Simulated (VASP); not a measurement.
# BN (P6_3mc) in VASP: settings compared, part 2 of 3

VASP 6.6.1. Earlier steps stand in the parts before.

## 3. Single point, r2SCAN (volume changed by -6%)

File POSCAR:

```
BN
1.0
    2.4959830394      0.0000000000      0.0000000000
   -1.2479915197      2.1615847195      0.0000000000
    0.0000000000      0.0000000000      8.2043868963
B N
4 4
Direct
    0.0000000000      0.0000000000      0.0003894312
    0.3333333333      0.6666666667      0.2496892035
    0.0000000000      0.0000000000      0.5003894312
    0.6666666667      0.3333333333      0.7496892035
    0.0000000000      0.0000000000      0.1869898385
    0.3333333333      0.6666666667      0.4379315267
    0.0000000000      0.0000000000      0.6869898385
    0.6666666667      0.3333333333      0.9379315267
```

File INCAR.step1:

```
SYSTEM = BN
ALGO = Normal
EDIFF = 1E-4
ENCUT = 520
GGA = PE
ISMEAR = 0
LASPH = .TRUE.
LCHARG = .FALSE.
LREAL = .FALSE.
LWAVE = .TRUE.
NBANDS = 26
NELM = 60
PREC = Accurate
SIGMA = 0.01
```

File INCAR.step2:

```
SYSTEM = BN
ALGO = Normal
EDIFF = 1E-7
ENCUT = 520
ISIF = 2
ISMEAR = 0
ISTART = 1
LASPH = .TRUE.
LCHARG = .FALSE.
LMIXTAU = .TRUE.
LREAL = .FALSE.
LWAVE = .FALSE.
METAGGA = R2SCAN
NBANDS = 26
NELM = 60
PREC = Accurate
SIGMA = 0.01
```

File KPOINTS:

```
k-points
0
G
  9 9 4
  0 0 0
```

Potentials or basis: VASP PAW PBE potentials, release 64 (B, N).

The run is started by

```sh
cat potpaw_PBE.64/B/POTCAR potpaw_PBE.64/N/POTCAR > POTCAR
cp INCAR.step1 INCAR
mpirun -np 1 vasp_std > vasp.out
cp INCAR.step2 INCAR
mpirun -np 1 vasp_std > vasp.out
```

OUTCAR:

```text
SYSTEM = BN
   EDIFF = 1E-7
   ENCUT = 520
   ISIF = 2
   ISMEAR = 0
   ISTART = 1
   LASPH = .TRUE.
   LREAL = .FALSE.
   METAGGA = R2SCAN
   NELM = 60
   PREC = Accurate

 ion  position               nearest neighbor table
   1  0.000  0.000  0.000-   8 1.53   8 1.53   8 1.53   5 1.53
   2  0.333  0.667  0.250-   5 1.53   5 1.53   5 1.53   6 1.54
   3  0.000  0.000  0.500-   6 1.53   6 1.53   6 1.53   7 1.53
   4  0.667  0.333  0.750-   7 1.53   7 1.53   7 1.53   8 1.54
   5  0.000  0.000  0.187-   2 1.53   2 1.53   2 1.53   1 1.53
   6  0.333  0.667  0.438-   3 1.53   3 1.53   3 1.53   2 1.54
   7  0.000  0.000  0.687-   4 1.53   4 1.53   4 1.53   3 1.53
   8  0.667  0.333  0.938-   1 1.53   1 1.53   1 1.53   4 1.54

  LATTYP: Found a hexagonal cell.
 ALAT       =     2.4959830394
 C/A-ratio  =     3.2870363167

  Lattice vectors:

 A1 = (   2.4959830394,   0.0000000000,   0.0000000000)
 A2 = (  -1.2479915197,   2.1615847195,   0.0000000000)
 A3 = (   0.0000000000,   0.0000000000,   8.2043868963)

Analysis of symmetry for initial positions (statically):
=====================================================================
 Subroutine PRICEL returns:
 Original cell was already a primitive cell.

 Routine SETGRP: Setting up the symmetry group for a
 hexagonal supercell.

 Subroutine GETGRP returns: Found 12 space group operations
 (whereof  6 operations were pure point group operations)
 out of a pool of 24 trial point group operations.

The static configuration has the point symmetry C_3v.
 The point group associated with its full space group is C_6v.

Analysis of symmetry for dynamics (positions and initial velocities):
=====================================================================
 Subroutine PRICEL returns:
 Original cell was already a primitive cell.

 Routine SETGRP: Setting up the symmetry group for a
 hexagonal supercell.

 Subroutine GETGRP returns: Found 12 space group operations
 (whereof  6 operations were pure point group operations)
 out of a pool of 24 trial point group operations.

The dynamic configuration has the point symmetry C_3v.
 The point group associated with its full space group is C_6v.

 Subroutine INISYM returns: Found 12 space group operations
 (whereof  6 operations are pure point group operations),
 and found     1 'primitive' translations

----------------------------------------------------------------------------------------

                                     Primitive cell

  volume of cell :      44.2650

  direct lattice vectors                    reciprocal lattice vectors
     2.495983039  0.000000000  0.000000000     0.400643748  0.231311776  0.000000000
    -1.247991520  2.161584719  0.000000000     0.000000000  0.462623552  0.000000000
     0.000000000  0.000000000  8.204386896     0.000000000  0.000000000  0.121886012

  length of vectors
     2.495983039  2.495983039  8.204386896     0.462623552  0.462623552  0.121886012

  position of ions in fractional coordinates (direct lattice)
     0.000000000  0.000000000  0.000389431
     0.333333333  0.666666667  0.249689203
     0.000000000  0.000000000  0.500389431
     0.666666667  0.333333333  0.749689203
     0.000000000  0.000000000  0.186989838
     0.333333333  0.666666667  0.437931527
     0.000000000  0.000000000  0.686989838
     0.666666667  0.333333333  0.937931527

  ion indices of the primitive-cell ions
   primitive index   ion index
[... 38 lines left out ...]
  0.111111 -0.000000  0.000000      6.000000
  0.222222 -0.000000  0.000000      6.000000
  0.333333 -0.000000  0.000000      6.000000
  0.444444 -0.000000  0.000000      6.000000
  0.111111  0.111111  0.000000      6.000000
[... 16 lines left out ...]
  0.333333  0.222222  0.250000     24.000000
  0.333333  0.333333  0.250000      4.000000
 [... further k-points ...]
   k-points           NKPTS =     36   k-points in BZ     NKDIM =     36   number of bands    NBANDS=     26
   number of dos      NEDOS =    301   number of ions     NIONS =      8
   total plane-waves  NPLWV =  25600
   dimension x,y,z NGX =    20 NGY =   20 NGZ =   64
   dimension x,y,z NGXF=    40 NGYF=   40 NGZF=  128
   ions per type =               4   4
   NGX,Y,Z   is equivalent  to a cutoff of  13.32, 13.32, 12.97 a.u.
   NGXF,Y,Z  is equivalent  to a cutoff of  26.64, 26.64, 25.94 a.u.
 SYSTEM =  BN
   PREC   = accura    normal or accurate (medium, high low for compatibility)
   ISTART =      1    job   : 0-new  1-cont  2-samecut
   ICHARG =      0    charge: 1-file 2-atom 10-const
   ISPIN  =      1    spin polarized calculation?
   LNONCOLLINEAR =      F non collinear calculations
   LSORBIT =      F    spin-orbit coupling
   LASPH  =      T    aspherical Exc in radial PAW
   ENCUT  =  520.0 eV  38.22 Ry    6.18 a.u.   4.64  4.64 15.25*2*pi/ulx,y,z
   NELM   =     60;   NELMIN=  2; NELMDL=  0     # of ELM steps
   EDIFF  = 0.1E-06   stopping-criterion for ELM
   LREAL  =      F    real-space projection
   EDIFFG = 0.1E-05   stopping-criterion for IOM
   NSW    =      0    number of steps for IOM
   IBRION =     -1    ionic relax: 0-MD 1-quasi-New 2-CG
   NFREE  =      0    steps in history (QN), initial steepest desc. (CG)
   ISIF   =      2    stress and relaxation
   ISYM   =      2    0-nonsym 1-usesym 2-fastsym
   POTIM  = 0.5000    time-step for ionic-motion
   TEBEG  =    0.0;   TEEND  =   0.0 temperature during run
   PSTRESS=    0.0 pullay stress
   NELECT =      32.0000    total number of electrons
   NUPDOWN=      -1.0000    fix difference up-down
   EMIN   =  10.00;   EMAX   =-10.00  energy-range for DOS
   EFERMI =   0.00;   METHOD = LEGACY
   ISMEAR =     0;   SIGMA  =   0.01  broadening in eV -4-tet -1-fermi 0-gaus
   EFERMI_NEDOS =   21; number of points for ismear=-14 and -15
   IALGO  =     38    algorithm
   IMIX   =      4    mixing-type and parameters
     AMIX     =   0.40;   BMIX     =  1.00
     AMIX_MAG =   1.60;   BMIX_MAG =  1.00
  volume/ion in A,a.u.               =       5.53        37.34
  Fermi-wavevector in a.u.,A,eV,Ry     =   1.469281  2.776538 29.372069  2.158786
  Thomas-Fermi vector in A             =   2.584677
   LORBIT       =      0    0 simple, 1 ext, 2 COOP (PROOUT), +10 PAW based schemes
   METAGGA = R2SCAN    functional components
   LHFCALC =     F    Hartree Fock is set to
   AEXX    =    0.0000 exact exchange contribution
   IVDW    =     0    specifies the selected vdW correction
   LEPSILON=     F    determine dielectric tensor
   LRPA    =     F    only Hartree local field effects (RPA)
 non-spin polarized calculation
 Gauss-broadening in eV      SIGMA  =   0.01
  energy-cutoff  :      520.00
  volume of cell :       44.26
 maximum number of plane-waves:      1207
 NGX is ok and might be reduce to    20
   NGX =  9   NGY =  9   NGZ = 31

 number of electron      32.0000003 magnetization

 Free energy of the ion-electron system (eV)
  ---------------------------------------------------
  ext. energy  EPLUGINS =         0.00000000
  ---------------------------------------------------
  free energy    TOTEN  =       -76.36398673 eV

  energy without entropy =      -76.36398673  energy(sigma->0) =      -76.36398673

 E-fermi :   8.2491     XC(G=0): -13.9912

 val. band max:        8.1508109829   @ k =   0.0000   0.0000   0.0000
 cond. band min:      14.4850020060   @ k =   0.4444  -0.0000   0.0000
 fundamental gap:      6.3341910231
 Fermi energy:         8.2491074045

 k-point     1 :       0.0000    0.0000    0.0000
  band No.  band energies     occupation
      1     -14.0137      2.00000
      2     -12.4498      2.00000
      3     -12.3732      2.00000
      4      -9.4277      2.00000
      5      -3.6877      2.00000
      6       1.9978      2.00000
[... 685 lines left out ...]
     25      24.4752      0.00000
     26      24.5036      0.00000

 [... further k-points ...]
[... 5 lines left out ...]
  --------------------------------------------------------------------------------------
  -------------------------------------------------------------------------------------
  Total        7.8627271      7.8627271      7.8912768      0.0000000      0.0000000      0.0000000
  in kB      284.5927021    284.5927021    285.6260649      0.0000000      0.0000000      0.0000000
  external PRESSURE =     284.9371564 kB  Pullay stress =       0.0000000 kB

 VOLUME and BASIS-vectors are now :
 -----------------------------------------------------------------------------
  energy-cutoff  :      520.00
  volume of cell :       44.26
      direct lattice vectors                 reciprocal lattice vectors
     2.495983039  0.000000000  0.000000000     0.400643748  0.231311776  0.000000000
    -1.247991520  2.161584719  0.000000000     0.000000000  0.462623552  0.000000000
     0.000000000  0.000000000  8.204386896     0.000000000  0.000000000  0.121886012

 POSITION                                       TOTAL-FORCE (eV/Angst)
 -----------------------------------------------------------------------------------
      0.00000      0.00000      0.00320         0.000000     -0.000000      0.022827
     -0.00000      1.44106      2.04855         0.000000     -0.000000      0.030350
      0.00000      0.00000      4.10539        -0.000000      0.000000      0.022827
      1.24799      0.72053      6.15074        -0.000000      0.000000      0.030350
      0.00000      0.00000      1.53414        -0.000000     -0.000000     -0.021483
     -0.00000      1.44106      3.59296         0.000000     -0.000000     -0.031694
      0.00000      0.00000      5.63633        -0.000000     -0.000000     -0.021483
      1.24799      0.72053      7.69515        -0.000000     -0.000000     -0.031694
 -----------------------------------------------------------------------------------
    total drift:                                0.000000      0.000000     -0.002732

  FREE ENERGIE OF THE ION-ELECTRON SYSTEM (eV)
  ---------------------------------------------------
  free  energy   TOTEN  =       -76.3639867269 eV

  energy  without entropy=      -76.3639867269  energy(sigma->0) =      -76.36398673
```

Run time: 3.3 min. Hardware: 1 thread of Intel Xeon Platinum 8259CL at 2.50GHz (Skylake/Cascade Lake), shared host; peak memory 0.18 GiB.

Results:

* Free energy: -76.3640 eV
* Pressure: 28.5 GPa
* Largest force: 0.032 eV/Å
* Band gap on the k mesh: 6.33 eV, indirect (least direct gap 8.52 eV)

Forces on the atoms (eV/Å):
```
B    0.000  0.000  0.023
B    0.000  0.000  0.030
B    0.000  0.000  0.023
B    0.000  0.000  0.030
N    0.000  0.000 -0.021
N    0.000  0.000 -0.032
N    0.000  0.000 -0.021
N    0.000  0.000 -0.032
```

Stress tensor (GPa, compression positive):
```
28.46  0.00  0.00
 0.00 28.46  0.00
 0.00  0.00 28.56
```

Levels at points of the mesh, in eV from the valence-band top:
| k point | band 13 | band 14 | band 15 | band 16 | band 17 | band 18 | band 19 | band 20 |
| --- | --- | --- | --- | --- | --- | --- | --- | --- |
| (0.00, 0.00, 0.00) | -1.21 | -0.14 | 0.00 | 0.00 | 9.59 | 9.59 | 9.79 | 10.67 |
| (0.00, 0.00, 0.50) | -0.42 | -0.42 | -0.42 | -0.42 | 10.11 | 10.11 | 10.11 | 10.11 |

Caveat: the PAW data sets were made with another functional, which shifts forces and pressure a little. A k mesh can miss the band edges.

## 4. Single point, r2SCAN (volume changed by -3%)

POSCAR: that of step 3 with these lines changed.

```diff
@@ -2,5 +2,5 @@
 1.0
-    2.4959830394      0.0000000000      0.0000000000
-   -1.2479915197      2.1615847195      0.0000000000
-    0.0000000000      0.0000000000      8.2043868963
+    2.5222584759      0.0000000000      0.0000000000
+   -1.2611292380      2.1843399151      0.0000000000
+    0.0000000000      0.0000000000      8.2907552106
 B N
```

INCAR.step1 is that of step 3.

INCAR.step2 is that of step 3.

KPOINTS is that of step 3.

The run is started by

```sh
cat potpaw_PBE.64/B/POTCAR potpaw_PBE.64/N/POTCAR > POTCAR
cp INCAR.step1 INCAR
mpirun -np 1 vasp_std > vasp.out
cp INCAR.step2 INCAR
mpirun -np 1 vasp_std > vasp.out
```

Run time: 3.1 min. Hardware: 1 thread of Intel Xeon Platinum 8259CL at 2.50GHz (Skylake/Cascade Lake), shared host; peak memory 0.18 GiB.

The run converged. Its results:

- Free energy: -76.5527 eV
- Pressure: 13.9 GPa
- Largest force: 0.016 eV/Å
- Band gap on the k mesh: 6.26 eV, indirect (least direct gap 8.37 eV)

Forces in eV/Å, atoms in the order of the input:
```
B    0.000  0.000  0.011
B    0.000  0.000  0.016
B    0.000  0.000  0.011
B    0.000  0.000  0.016
N    0.000  0.000 -0.011
N    0.000  0.000 -0.016
N    0.000  0.000 -0.011
N    0.000  0.000 -0.016
```

Levels at points of the mesh, in eV from the valence-band top:
| k point | band 12 | band 13 | band 14 | band 15 | band 16 | band 17 | band 18 | band 19 | band 20 | band 21 |
| --- | --- | --- | --- | --- | --- | --- | --- | --- | --- | --- |
| (0.00, 0.00, 0.00) | -1.18 | -1.18 | -0.14 | 0.00 | 0.00 | 9.45 | 9.45 | 9.63 | 10.35 | 10.63 |
| (0.00, 0.00, 0.50) | -1.93 | -0.40 | -0.40 | -0.40 | -0.40 | 9.96 | 9.96 | 9.96 | 9.96 | 10.16 |

Caveat: the PAW data sets were made with another functional, which shifts forces and pressure a little.

[end of part 2 of 3]
